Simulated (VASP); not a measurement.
# Ca2CdS3 (P6/mmm) in VASP: single point with PBE

Aim: the single point of Ca2CdS3 with PBE.

All numbers are computed with VASP 6.6.1; they aren't measurements. Logs are shortened: lines on timing, memory, paths and dates and some standing lists are left out, and cuts for length are marked.

### Step 1. The cell of the first run

The structure is hexagonal, space group P6/mmm (No. 191). Conventional cell: a = 6.567 Å, b = 6.567 Å, c = 3.790 Å, α = 90.00°, β = 90.00°, γ = 120.00°. Within 3.5 Å of Ca (site symmetry -6m2) lie 6 S at 2.68 Å. Within 5.0 Å of Cd (site symmetry 6/mmm) lie 2 Cd at 3.79 Å and 12 S at 3.79 Å and 6 Ca at 3.79 Å. Within 3.5 Å of S (site symmetry mmm) lie 4 Ca at 2.68 Å and 4 S at 3.28 Å.

The cell was built from a structure type or drawn by symmetry, and may not be a known phase.

### Step 2. Single point, PBE

File INCAR:

```
PREC = Accurate ; ENCUT = 520
EDIFF = 1E-7 ; ISMEAR = 0
SIGMA = 0.1 ; LREAL = F
LASPH = T ; NELM = 100
ALGO = Normal ; ISIF = 2
LWAVE = F ; LCHARG = T
GGA = PE ; LELF = T
LVHAR = T ; NBANDS = 34
```

File KPOINTS:

```
Automatic mesh
0
Gamma
  3 3 4
```

File POSCAR:

```
Ca2CdS3
1.0
    6.5671782500      0.0000000000      0.0000000000
   -3.2835891200      5.6873431900      0.0000000000
    0.0000000000      0.0000000000      3.7902378400
Ca Cd S
2 1 3
Direct
    0.3333333300      0.6666666700      0.5000000000
    0.6666666700      0.3333333300      0.5000000000
    0.0000000000      0.0000000000      0.5000000000
    0.5000000000      0.5000000000      0.0000000000
    0.5000000000      0.0000000000      0.0000000000
    0.0000000000      0.5000000000      0.0000000000
```

Potentials or basis: VASP PAW PBE potentials, release 64 (Ca_sv, Cd, S).

The run is started by

```bash
> cat potpaw_PBE.64/Ca_sv/POTCAR potpaw_PBE.64/Cd/POTCAR potpaw_PBE.64/S/POTCAR > POTCAR
> mpirun -np 1 vasp_std > vasp.out
```

OUTCAR:

```text
PREC = Accurate
   ENCUT = 520
   EDIFF = 1E-7
   ISMEAR = 0
   LREAL = F
   LASPH = T
   NELM = 100
   ISIF = 2
   GGA = PE

 ion  position               nearest neighbor table
   1  0.333  0.667  0.500-   5 2.68   5 2.68   6 2.68   6 2.68   4 2.68   4 2.68
   2  0.667  0.333  0.500-   5 2.68   5 2.68   6 2.68   6 2.68   4 2.68   4 2.68
   3  0.000  0.000  0.500-
   4  0.500  0.500  0.000-   1 2.68   2 2.68   1 2.68   2 2.68
   5  0.500  0.000  0.000-   1 2.68   2 2.68   1 2.68   2 2.68
   6  0.000  0.500  0.000-   1 2.68   2 2.68   1 2.68   2 2.68

  LATTYP: Found a hexagonal cell.
 ALAT       =     6.5671782500
 C/A-ratio  =     0.5771486163

  Lattice vectors:

 A1 = (   6.5671782500,   0.0000000000,   0.0000000000)
 A2 = (  -3.2835891200,   5.6873431900,   0.0000000000)
 A3 = (   0.0000000000,   0.0000000000,   3.7902378400)

Analysis of symmetry for initial positions (statically):
=====================================================================
 Subroutine PRICEL returns:
 Original cell was already a primitive cell.

 Routine SETGRP: Setting up the symmetry group for a
 hexagonal supercell.

 Subroutine GETGRP returns: Found 24 space group operations
 (whereof 24 operations were pure point group operations)
 out of a pool of 24 trial point group operations.

The static configuration has the point symmetry D_6h.

Analysis of symmetry for dynamics (positions and initial velocities):
=====================================================================
 Subroutine PRICEL returns:
 Original cell was already a primitive cell.

 Routine SETGRP: Setting up the symmetry group for a
 hexagonal supercell.

 Subroutine GETGRP returns: Found 24 space group operations
 (whereof 24 operations were pure point group operations)
 out of a pool of 24 trial point group operations.

The dynamic configuration has the point symmetry D_6h.

 Subroutine INISYM returns: Found 24 space group operations
 (whereof 24 operations are pure point group operations),
 and found     1 'primitive' translations

----------------------------------------------------------------------------------------

                                     Primitive cell

  volume of cell :     141.5646

  direct lattice vectors                    reciprocal lattice vectors
     6.567178250  0.000000000  0.000000000     0.152272401  0.087914512  0.000000000
    -3.283589120  5.687343190  0.000000000     0.000000000  0.175829024  0.000000000
     0.000000000  0.000000000  3.790237840     0.000000000  0.000000000  0.263835686

  length of vectors
     6.567178250  6.567178243  3.790237840     0.175829023  0.175829024  0.263835686

  position of ions in fractional coordinates (direct lattice)
     0.333333330  0.666666670  0.500000000
     0.666666670  0.333333330  0.500000000
     0.000000000  0.000000000  0.500000000
     0.500000000  0.500000000  0.000000000
     0.500000000  0.000000000  0.000000000
     0.000000000  0.500000000  0.000000000

  ion indices of the primitive-cell ions
   primitive index   ion index
                 1           1
                 2           2
                 3           3
                 4           4
                 5           5
                 6           6

----------------------------------------------------------------------------------------

 KPOINTS: Automatic mesh

Automatic generation of k-mesh.
 Grid dimensions read from file:
 generate k-points for:    3    3    4

 Generating k-lattice:

  Cartesian coordinates                     Fractional coordinates (reciprocal lattice)
     0.050757467  0.029304837  0.000000000     0.333333333  0.000000000  0.000000000
     0.000000000  0.058609675  0.000000000     0.000000000  0.333333333  0.000000000
     0.000000000  0.000000000  0.065958921     0.000000000  0.000000000  0.250000000

  Length of vectors
     0.058609674  0.058609675  0.065958921

  Shift w.r.t. Gamma in fractional coordinates (k-lattice)
     0.000000000  0.000000000  0.000000000

 Subroutine IBZKPT returns following result:
 ===========================================

 Found      9 irreducible k-points:

 Following reciprocal coordinates:
            Coordinates               Weight
  0.000000  0.000000  0.000000      1.000000
  0.333333  0.000000  0.000000      6.000000
  0.333333  0.333333  0.000000      2.000000
  0.000000  0.000000  0.250000      2.000000
  0.333333  0.000000  0.250000     12.000000
  0.333333  0.333333  0.250000      4.000000
  0.000000  0.000000  0.500000      1.000000
  0.333333  0.000000  0.500000      6.000000
  0.333333  0.333333  0.500000      2.000000
   k-points           NKPTS =      9   k-points in BZ     NKDIM =      9   number of bands    NBANDS=     34
   number of dos      NEDOS =    301   number of ions     NIONS =      6
   total plane-waves  NPLWV =  70000
   dimension x,y,z NGX =    50 NGY =   50 NGZ =   28
   dimension x,y,z NGXF=   100 NGYF=  100 NGZF=   56
   ions per type =               2   1   3
   NGX,Y,Z   is equivalent  to a cutoff of  12.66, 12.66, 12.28 a.u.
   NGXF,Y,Z  is equivalent  to a cutoff of  25.31, 25.31, 24.56 a.u.
 SYSTEM =  unknown system
   PREC   = accura    normal or accurate (medium, high low for compatibility)
   ISTART =      0    job   : 0-new  1-cont  2-samecut
   ICHARG =      2    charge: 1-file 2-atom 10-const
   ISPIN  =      1    spin polarized calculation?
   LNONCOLLINEAR =      F non collinear calculations
   LSORBIT =      F    spin-orbit coupling
   LASPH  =      T    aspherical Exc in radial PAW
   ENCUT  =  520.0 eV  38.22 Ry    6.18 a.u.  12.21 12.21  7.05*2*pi/ulx,y,z
   NELM   =    100;   NELMIN=  2; NELMDL= -5     # of ELM steps
   EDIFF  = 0.1E-06   stopping-criterion for ELM
   LREAL  =      F    real-space projection
   EDIFFG = 0.1E-05   stopping-criterion for IOM
   NSW    =      0    number of steps for IOM
   IBRION =     -1    ionic relax: 0-MD 1-quasi-New 2-CG
   NFREE  =      0    steps in history (QN), initial steepest desc. (CG)
   ISIF   =      2    stress and relaxation
   ISYM   =      2    0-nonsym 1-usesym 2-fastsym
   POTIM  = 0.5000    time-step for ionic-motion
   TEBEG  =    0.0;   TEEND  =   0.0 temperature during run
   PSTRESS=    0.0 pullay stress
   NELECT =      50.0000    total number of electrons
   NUPDOWN=      -1.0000    fix difference up-down
   EMIN   =  10.00;   EMAX   =-10.00  energy-range for DOS
   EFERMI =   0.00;   METHOD = LEGACY
   ISMEAR =     0;   SIGMA  =   0.10  broadening in eV -4-tet -1-fermi 0-gaus
   EFERMI_NEDOS =   21; number of points for ismear=-14 and -15
   IALGO  =     38    algorithm
   IMIX   =      4    mixing-type and parameters
     AMIX     =   0.40;   BMIX     =  1.00
     AMIX_MAG =   1.60;   BMIX_MAG =  1.00
  volume/ion in A,a.u.               =      23.59       159.22
  Fermi-wavevector in a.u.,A,eV,Ry     =   1.157213  2.186815 18.220129  1.339142
  Thomas-Fermi vector in A             =   2.293826
   LORBIT       =      0    0 simple, 1 ext, 2 COOP (PROOUT), +10 PAW based schemes
   GGA     = PE    functional components
   LHFCALC =     F    Hartree Fock is set to
   AEXX    =    0.0000 exact exchange contribution
   IVDW    =     0    specifies the selected vdW correction
   LEPSILON=     F    determine dielectric tensor
   LRPA    =     F    only Hartree local field effects (RPA)
 non-spin polarized calculation
 Gauss-broadening in eV      SIGMA  =   0.10
  energy-cutoff  :      520.00
  volume of cell :      141.56
 maximum number of plane-waves:      3854
 NGX is ok and might be reduce to    50
   NGX = 25   NGY = 25   NGZ = 15

 number of electron      49.9999984 magnetization

 Free energy of the ion-electron system (eV)
  ---------------------------------------------------
  ext. energy  EPLUGINS =         0.00000000
  ---------------------------------------------------
  free energy    TOTEN  =       -22.37591410 eV

  energy without entropy =      -22.33615582  energy(sigma->0) =      -22.35603496

 E-fermi :   2.5733     XC(G=0):  -9.3726

 val. band max:        2.5100404968   @ k =   0.3333   0.0000   0.2500
 cond. band min:       2.5750925636   @ k =   0.0000   0.0000   0.5000
 fundamental gap:      0.0650520668
 Fermi energy:         2.5733450003

 k-point     1 :       0.0000    0.0000    0.0000
  band No.  band energies     occupation
      1     -36.4469      2.00000
      2     -36.4319      2.00000
      3     -17.6861      2.00000
      4     -17.6861      2.00000
      5     -17.5399      2.00000
      6     -17.5399      2.00000
[... 26 lines left out ...]
     33       7.4557      0.00000
     34       8.9761      0.00000

 k-point     2 :       0.3333    0.0000    0.0000
  band No.  band energies     occupation
      1     -36.4437      2.00000
      2     -36.4351      2.00000
      3     -17.6917      2.00000
      4     -17.6599      2.00000
      5     -17.5684      2.00000
      6     -17.5343      2.00000
[... 26 lines left out ...]
     33       7.9533      0.00000
     34       8.4620      0.00000

 k-point     3 :       0.3333    0.3333    0.0000
  band No.  band energies     occupation
      1     -36.4394      2.00000
      2     -36.4394      2.00000
      3     -17.6976      2.00000
      4     -17.6146      2.00000
      5     -17.6146      2.00000
      6     -17.5287      2.00000
[... 26 lines left out ...]
     33       8.0986      0.00000
     34       8.6465      0.00000
[... 149 lines left out ...]
 k-point     8 :       0.3333    0.0000    0.5000
  band No.  band energies     occupation
      1     -36.4327      2.00000
      2     -36.4249      2.00000
      3     -17.7201      2.00000
      4     -17.6480      2.00000
      5     -17.6268      2.00000
      6     -17.6030      2.00000
[... 26 lines left out ...]
     33       8.8620      0.00000
     34       9.0407      0.00000

 k-point     9 :       0.3333    0.3333    0.5000
  band No.  band energies     occupation
      1     -36.4288      2.00000
      2     -36.4288      2.00000
      3     -17.6841      2.00000
      4     -17.6841      2.00000
      5     -17.6317      2.00000
      6     -17.5693      2.00000
[... 26 lines left out ...]
     33       8.7724      0.00000
     34       9.5414      0.00000

------------------------ aborting loop because EDIFF is reached ----------------------------------------

  FORCE on cell =-STRESS in cart. coord.  units (eV):
  Direction    XX          YY          ZZ          XY          YZ          ZX
  --------------------------------------------------------------------------------------
  -------------------------------------------------------------------------------------
  Total        4.1649334      4.1649334      6.9246489      0.0000000     -0.0000000      0.0000000
  in kB       47.1372176     47.1372175     78.3706845      0.0000000     -0.0000000      0.0000000
  external PRESSURE =      57.5483732 kB  Pullay stress =       0.0000000 kB

 VOLUME and BASIS-vectors are now :
 -----------------------------------------------------------------------------
  energy-cutoff  :      520.00
  volume of cell :      141.56
      direct lattice vectors                 reciprocal lattice vectors
     6.567178250  0.000000000  0.000000000     0.152272401  0.087914512  0.000000000
    -3.283589120  5.687343190  0.000000000     0.000000000  0.175829024  0.000000000
     0.000000000  0.000000000  3.790237840     0.000000000  0.000000000  0.263835686

 POSITION                                       TOTAL-FORCE (eV/Angst)
 -----------------------------------------------------------------------------------
     -0.00000      3.79156      1.89512         0.000000     -0.000000      0.000000
      3.28359      1.89578      1.89512        -0.000000      0.000000      0.000000
      0.00000      0.00000      1.89512         0.000000      0.000000      0.000000
      1.64179      2.84367      0.00000         0.000000      0.000000      0.000000
      3.28359      0.00000      0.00000         0.000000      0.000000      0.000000
     -1.64179      2.84367      0.00000         0.000000      0.000000      0.000000
 -----------------------------------------------------------------------------------
    total drift:                               -0.000000      0.000000      0.000000

  FREE ENERGIE OF THE ION-ELECTRON SYSTEM (eV)
  ---------------------------------------------------
  free  energy   TOTEN  =       -22.3759140993 eV

  energy  without entropy=      -22.3361558150  energy(sigma->0) =      -22.35603496
```

Wall time 70 s (1 thread of Intel Xeon 8259CL, shared host); peak memory 0.26 GiB.

Results:

- Free energy: -22.3759 eV
- Pressure: 5.8 GPa
- Band gap on the k mesh: zero (bands 25 and 26 overlap by 0.99 eV)

Stress tensor (GPa, compression positive):
```
4.71 0.00 0.00
0.00 4.71 0.00
0.00 0.00 7.84
```

Levels at points of the mesh, in eV from the Fermi level:
| k point | band 22 | band 23 | band 24 | band 25 | band 26 | band 27 | band 28 | band 29 |
| --- | --- | --- | --- | --- | --- | --- | --- | --- |
| (0.00, 0.00, 0.00) | -1.49 | -1.13 | 0.05 | 0.09 | 0.09 | 2.81 | 4.49 | 4.49 |
| (0.00, 0.00, 0.50) | -2.36 | 0.00 | 0.00 | 0.33 | 0.40 | 2.08 | 2.21 | 2.21 |

Caveat: the k points lie up to 0.41 Å⁻¹ apart, too coarse for converged energies and pressures of a metal.
